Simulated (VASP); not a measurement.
# TePt (R-3m) in VASP: single point with LDA

Aim: the single point of TePt with LDA.

Program: VASP 6.6.1. These are calculated values, not measurements. Logs are shortened: lines on timing, memory, paths and dates and some standing lists are left out, and cuts for length are marked.

### 1 The cell of the first run

It takes space group R-3m (No. 166, trigonal). Conventional cell: a = 3.944 Å, b = 3.944 Å, c = 20.177 Å, α = 90.00°, β = 90.00°, γ = 120.00°. Te (site symmetry 3m) has 6 Pt at 2.59 to 3.52 Å and 3 Te at 3.62 Å within 3.7 Å. Within 3.6 Å of Pt (site symmetry 3m) lie 6 Te at 2.59 to 3.52 Å and 3 Pt at 2.70 Å.

### 2 Single point, LDA

File INCAR:

```
PREC = Accurate ; ENCUT = 500
EDIFF = 1E-6 ; ISMEAR = 0
SIGMA = 0.05 ; LREAL = F
LASPH = T ; NELM = 120
ALGO = Normal ; ISIF = 2
LWAVE = F ; LCHARG = T
LELF = T ; LVHAR = T
NBANDS = 24 ; GGA_COMPAT = F
```

File KPOINTS:

```
Automatic mesh
0
Gamma
  10 10 10
```

File POSCAR:

```
TePt
1.0
    1.9720293273      1.1385516630      6.7256138238
   -1.9720293273      1.1385516630      6.7256138238
    0.0000000000     -2.2771033259      6.7256138238
Te Pt
2 2
Direct
    0.5970714192      0.5970714192      0.5970714192
    0.4029285808      0.4029285808      0.4029285808
    0.8693660604      0.8693660604      0.8693660604
    0.1306339396      0.1306339396      0.1306339396
```

Potentials or basis: VASP PAW LDA potentials, release 64 (Te, Pt).

Run with:

```console
$ cat potpaw_LDA.64/Te/POTCAR potpaw_LDA.64/Pt/POTCAR > POTCAR
$ mpirun -np 1 vasp_std > vasp.out
```

OUTCAR:

```text
PREC = Accurate
   ENCUT = 500
   EDIFF = 1E-6
   ISMEAR = 0
   LREAL = F
   LASPH = T
   NELM = 120
   ISIF = 2

 ion  position               nearest neighbor table
   1  0.597  0.597  0.597-   3 2.59   3 2.59   3 2.59   4 3.52   4 3.52   4 3.52   2 3.62   2 3.62
                             2 3.62
   2  0.403  0.403  0.403-   4 2.59   4 2.59   4 2.59   3 3.52   3 3.52   3 3.52   1 3.62   1 3.62
                             1 3.62
   3  0.869  0.869  0.869-   1 2.59   1 2.59   1 2.59   4 2.70   4 2.70   4 2.70   2 3.52   2 3.52
                             2 3.52
   4  0.131  0.131  0.131-   2 2.59   2 2.59   2 2.59   3 2.70   3 2.70   3 2.70   1 3.52   1 3.52
                             1 3.52

  LATTYP: Found a trigonal (rhomboedric) cell.
 ALAT       =     7.1006394687
 COS(alpha) =     0.8457369868

  Lattice vectors:

 A1 = (   1.9720293273,   1.1385516630,   6.7256138238)
 A2 = (  -1.9720293273,   1.1385516630,   6.7256138238)
 A3 = (   0.0000000000,  -2.2771033259,   6.7256138238)

Analysis of symmetry for initial positions (statically):
=====================================================================
 Subroutine PRICEL returns:
 Original cell was already a primitive cell.

 Routine SETGRP: Setting up the symmetry group for a
 trigonal (rhombohedral) supercell.

 Subroutine GETGRP returns: Found 12 space group operations
 (whereof 12 operations were pure point group operations)
 out of a pool of 12 trial point group operations.

The static configuration has the point symmetry D_3d.

Analysis of symmetry for dynamics (positions and initial velocities):
=====================================================================
 Subroutine PRICEL returns:
 Original cell was already a primitive cell.

 Routine SETGRP: Setting up the symmetry group for a
 trigonal (rhombohedral) supercell.

 Subroutine GETGRP returns: Found 12 space group operations
 (whereof 12 operations were pure point group operations)
 out of a pool of 12 trial point group operations.

The dynamic configuration has the point symmetry D_3d.

 Subroutine INISYM returns: Found 12 space group operations
 (whereof 12 operations are pure point group operations),
 and found     1 'primitive' translations

----------------------------------------------------------------------------------------

                                     Primitive cell

  volume of cell :      90.6044

  direct lattice vectors                    reciprocal lattice vectors
     1.972029327  1.138551663  6.725613824     0.253545925  0.146384808  0.049561771
    -1.972029327  1.138551663  6.725613824    -0.253545925  0.146384808  0.049561771
     0.000000000 -2.277103326  6.725613824     0.000000000 -0.292769616  0.049561771

  length of vectors
     7.100639469  7.100639469  7.100639469     0.296935039  0.296935039  0.296935039

  position of ions in fractional coordinates (direct lattice)
     0.597071419  0.597071419  0.597071419
     0.402928581  0.402928581  0.402928581
     0.869366060  0.869366060  0.869366060
     0.130633940  0.130633940  0.130633940

  ion indices of the primitive-cell ions
   primitive index   ion index
                 1           1
                 2           2
                 3           3
                 4           4

----------------------------------------------------------------------------------------

 KPOINTS: Automatic mesh

Automatic generation of k-mesh.
 Grid dimensions read from file:
 generate k-points for:   10   10   10

 Generating k-lattice:

  Cartesian coordinates                     Fractional coordinates (reciprocal lattice)
     0.025354593  0.014638481  0.004956177     0.100000000  0.000000000 -0.000000000
    -0.025354593  0.014638481  0.004956177     0.000000000  0.100000000 -0.000000000
     0.000000000 -0.029276962  0.004956177     0.000000000  0.000000000  0.100000000

  Length of vectors
     0.029693504  0.029693504  0.029693504

  Shift w.r.t. Gamma in fractional coordinates (k-lattice)
     0.000000000  0.000000000  0.000000000

 Subroutine IBZKPT returns following result:
 ===========================================

 Found    116 irreducible k-points:

 Following reciprocal coordinates:
            Coordinates               Weight
  0.000000  0.000000  0.000000      1.000000
  0.100000 -0.000000 -0.000000      6.000000
  0.200000 -0.000000 -0.000000      6.000000
  0.300000 -0.000000  0.000000      6.000000
  0.400000 -0.000000  0.000000      6.000000
  0.500000 -0.000000  0.000000      3.000000
[... 16 lines left out ...]
  0.300000  0.300000  0.000000      6.000000
  0.400000  0.300000 -0.000000     12.000000
 [... further k-points ...]
   k-points           NKPTS =    116   k-points in BZ     NKDIM =    116   number of bands    NBANDS=     24
   number of dos      NEDOS =    301   number of ions     NIONS =      4
   total plane-waves  NPLWV = 157464
   dimension x,y,z NGX =    54 NGY =   54 NGZ =   54
   dimension x,y,z NGXF=   108 NGYF=  108 NGZF=  108
   ions per type =               2   2
   NGX,Y,Z   is equivalent  to a cutoff of  12.64, 12.64, 12.64 a.u.
   NGXF,Y,Z  is equivalent  to a cutoff of  25.29, 25.29, 25.29 a.u.
 SYSTEM =  unknown system
   PREC   = accura    normal or accurate (medium, high low for compatibility)
   ISTART =      0    job   : 0-new  1-cont  2-samecut
   ICHARG =      2    charge: 1-file 2-atom 10-const
   ISPIN  =      1    spin polarized calculation?
   LNONCOLLINEAR =      F non collinear calculations
   LSORBIT =      F    spin-orbit coupling
   LASPH  =      T    aspherical Exc in radial PAW
   ENCUT  =  500.0 eV  36.75 Ry    6.06 a.u.  12.95 12.95 12.95*2*pi/ulx,y,z
   NELM   =    120;   NELMIN=  2; NELMDL= -5     # of ELM steps
   EDIFF  = 0.1E-05   stopping-criterion for ELM
   LREAL  =      F    real-space projection
   EDIFFG = 0.1E-04   stopping-criterion for IOM
   NSW    =      0    number of steps for IOM
   IBRION =     -1    ionic relax: 0-MD 1-quasi-New 2-CG
   NFREE  =      0    steps in history (QN), initial steepest desc. (CG)
   ISIF   =      2    stress and relaxation
   ISYM   =      2    0-nonsym 1-usesym 2-fastsym
   POTIM  = 0.5000    time-step for ionic-motion
   TEBEG  =    0.0;   TEEND  =   0.0 temperature during run
   PSTRESS=    0.0 pullay stress
   NELECT =      32.0000    total number of electrons
   NUPDOWN=      -1.0000    fix difference up-down
   EMIN   =  10.00;   EMAX   =-10.00  energy-range for DOS
   EFERMI =   0.00;   METHOD = LEGACY
   ISMEAR =     0;   SIGMA  =   0.05  broadening in eV -4-tet -1-fermi 0-gaus
   EFERMI_NEDOS =   21; number of points for ismear=-14 and -15
   IALGO  =     38    algorithm
   IMIX   =      4    mixing-type and parameters
     AMIX     =   0.40;   BMIX     =  1.00
     AMIX_MAG =   1.60;   BMIX_MAG =  1.00
  volume/ion in A,a.u.               =      22.65       152.86
  Fermi-wavevector in a.u.,A,eV,Ry     =   1.157200  2.186791 18.219720  1.339112
  Thomas-Fermi vector in A             =   2.293813
   LORBIT       =      0    0 simple, 1 ext, 2 COOP (PROOUT), +10 PAW based schemes
   GGA     = CA    functional components
   LHFCALC =     F    Hartree Fock is set to
   AEXX    =    0.0000 exact exchange contribution
   IVDW    =     0    specifies the selected vdW correction
   LEPSILON=     F    determine dielectric tensor
   LRPA    =     F    only Hartree local field effects (RPA)
 non-spin polarized calculation
 Gauss-broadening in eV      SIGMA  =   0.05
  energy-cutoff  :      500.00
  volume of cell :       90.60
 maximum number of plane-waves:      2327
 NGX is ok and might be reduce to    54
   NGX = 25   NGY = 25   NGZ = 25

 number of electron      32.0000000 magnetization

 Free energy of the ion-electron system (eV)
  ---------------------------------------------------
  ext. energy  EPLUGINS =         0.00000000
  ---------------------------------------------------
  free energy    TOTEN  =       -24.01502923 eV

  energy without entropy =      -24.01328389  energy(sigma->0) =      -24.01415656

 E-fermi :   8.3238     XC(G=0): -11.0934

 val. band max:        8.3076903468   @ k =  -0.3000   0.2000   0.1000
 cond. band min:       8.3278529788   @ k =   0.4000   0.1000   0.0000
 fundamental gap:      0.0201626321
 Fermi energy:         8.3238213032

 k-point     1 :       0.0000    0.0000    0.0000
  band No.  band energies     occupation
      1      -5.0521      2.00000
      2      -3.5748      2.00000
      3       1.4798      2.00000
      4       2.7114      2.00000
      5       2.7114      2.00000
      6       3.4260      2.00000
[... 16 lines left out ...]
     23      14.7201      0.00000
     24      16.2230      0.00000

 k-point     2 :       0.1000   -0.0000   -0.0000
  band No.  band energies     occupation
      1      -4.9472      2.00000
      2      -3.5369      2.00000
      3       1.5868      2.00000
      4       2.7329      2.00000
      5       2.7718      2.00000
      6       3.2861      2.00000
[... 16 lines left out ...]
     23      14.9797      0.00000
     24      15.4428      0.00000

 k-point     3 :       0.2000   -0.0000   -0.0000
  band No.  band energies     occupation
      1      -4.6537      2.00000
      2      -3.4263      2.00000
      3       1.8277      2.00000
      4       2.6445      2.00000
      5       2.8158      2.00000
      6       3.2180      2.00000
[... 16 lines left out ...]
     23      15.5741      0.00000
     24      15.6966      0.00000
[... 514 lines left out ...]
 k-point    23 :       0.3000    0.3000    0.0000
  band No.  band energies     occupation
      1      -4.1514      2.00000
      2      -3.4119      2.00000
      3       2.1624      2.00000
      4       2.4614      2.00000
      5       2.9959      2.00000
      6       3.1812      2.00000
[... 16 lines left out ...]
     23      15.1840      0.00000
     24      16.3054      0.00000

 k-point    24 :       0.4000    0.3000   -0.0000
  band No.  band energies     occupation
      1      -3.8690      2.00000
      2      -3.3336      2.00000
      3       1.9423      2.00000
      4       2.5758      2.00000
      5       3.1586      2.00000
      6       3.2063      2.00000
[... 16 lines left out ...]
     23      14.4941      0.00000
     24      16.7536      0.00000

 [... further k-points ...]
[... 5 lines left out ...]
  --------------------------------------------------------------------------------------
  -------------------------------------------------------------------------------------
  Total       -0.8168891     -0.8168891     -0.8842113      0.0000000     -0.0000000      0.0000000
  in kB      -14.4452279    -14.4452279    -15.6357008      0.0000000     -0.0000000      0.0000000
  external PRESSURE =     -14.8420522 kB  Pullay stress =       0.0000000 kB

 VOLUME and BASIS-vectors are now :
 -----------------------------------------------------------------------------
  energy-cutoff  :      500.00
  volume of cell :       90.60
      direct lattice vectors                 reciprocal lattice vectors
     1.972029327  1.138551663  6.725613824     0.253545925  0.146384808  0.049561771
    -1.972029327  1.138551663  6.725613824    -0.253545925  0.146384808  0.049561771
     0.000000000 -2.277103326  6.725613824     0.000000000 -0.292769616  0.049561771

 POSITION                                       TOTAL-FORCE (eV/Angst)
 -----------------------------------------------------------------------------------
      0.00000      0.00000     12.04702         0.000000      0.000000      0.034007
      0.00000      0.00000      8.12983         0.000000     -0.000000     -0.034007
      0.00000      0.00000     17.54106         0.000000      0.000000      0.013057
      0.00000      0.00000      2.63578         0.000000     -0.000000     -0.013057
 -----------------------------------------------------------------------------------
    total drift:                               -0.000000     -0.000000      0.000000

  FREE ENERGIE OF THE ION-ELECTRON SYSTEM (eV)
  ---------------------------------------------------
  free  energy   TOTEN  =       -24.0150292275 eV

  energy  without entropy=      -24.0132838937  energy(sigma->0) =      -24.01415656
```

Wall time 20 min (1 thread of Intel Xeon 8259CL, shared host); peak memory 0.45 GiB.

Results:

| Property | Result |
| --- | --- |
| Free energy | -24.0150 eV |
| Pressure | -1.5 GPa |
| Largest force | 0.034 eV/Å |
| Band gap on the k mesh | zero (bands 16 and 17 overlap by 2.41 eV) |

Forces in eV/Å, atoms in the order of the input:
```
Te   0.000  0.000  0.034
Te   0.000  0.000 -0.034
Pt   0.000  0.000  0.013
Pt   0.000  0.000 -0.013
```

Stress tensor (GPa, compression positive):
```
-1.44  0.00  0.00
 0.00 -1.44  0.00
 0.00  0.00 -1.56
```

Caveat: spin-orbit coupling is left out, which moves the levels of the heavy elements.
